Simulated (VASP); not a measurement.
Set up this calculation in VASP 6.6.1, as the native input.

- Task: single point
- Functional: PBE
- Potentials or basis: VASP PAW PBE potentials, release 64 (Al, B, N)
- Cutoff: 520 eV
- k mesh: 6 × 6 × 4
- Occupations: gaussian, width 0.1 eV
- Spin: no spin polarisation
- Dipole correction: no
- Further INCAR settings: ALGO = Normal; EDIFF = 1e-06; NBANDS = 21

The structure of Al2BN3 lies in POSCAR:

```
Al2BN3
1.0
    3.3068103300      0.0000000000      0.0000000000
    0.0000000000      3.3068103300      0.0000000000
    0.0000000000      0.0000000000      5.5006673300
Al B N
2 1 3
Direct
    0.5000000000      0.0000000000      0.2671410100
    0.0000000000      0.5000000000      0.7328589900
    0.5000000000      0.5000000000      0.0000000000
    0.0000000000      0.0000000000      0.0000000000
    0.5000000000      0.0000000000      0.6756250300
    0.0000000000      0.5000000000      0.3243749700
```

These files were run (other wordings do the same):

INCAR

```
SYSTEM = Al2BN3
PREC = Accurate ; ENCUT = 520
EDIFF = 1E-6 ; ISMEAR = 0
SIGMA = 0.1 ; LREAL = .FALSE.
LASPH = .TRUE. ; NELM = 60
ALGO = Normal ; ISIF = 2
LWAVE = .FALSE. ; LCHARG = .TRUE.
GGA = PE ; LELF = .TRUE.
LVHAR = .TRUE. ; NBANDS = 21
```

KPOINTS

```
Automatic mesh
0
G
  6 6 4
  0 0 0
```

Potentials or basis: VASP PAW PBE potentials, release 64 (Al, B, N).

Run with:

```sh
$ cat potpaw_PBE.64/Al/POTCAR potpaw_PBE.64/B/POTCAR potpaw_PBE.64/N/POTCAR > POTCAR
$ mpirun -np 1 vasp_std > vasp.out
```

Results of the run:

```json
{
 "Pressure": "-16.0 GPa",
 "Largest force": "2.384 eV/Å",
 "Band gap on the k mesh": "zero (band 12 reaches 6.72 eV, above the bottom of band 13 at 6.15 eV)"
}
```

Caveat: forces of over 1 eV/Å act on the atoms, so gaps and moduli don't describe the material at rest.

It took 18 s on 1 thread of Intel(R) Xeon(R) 6975P-C (Granite Rapids) (shared host), peak memory 0.18 GiB.
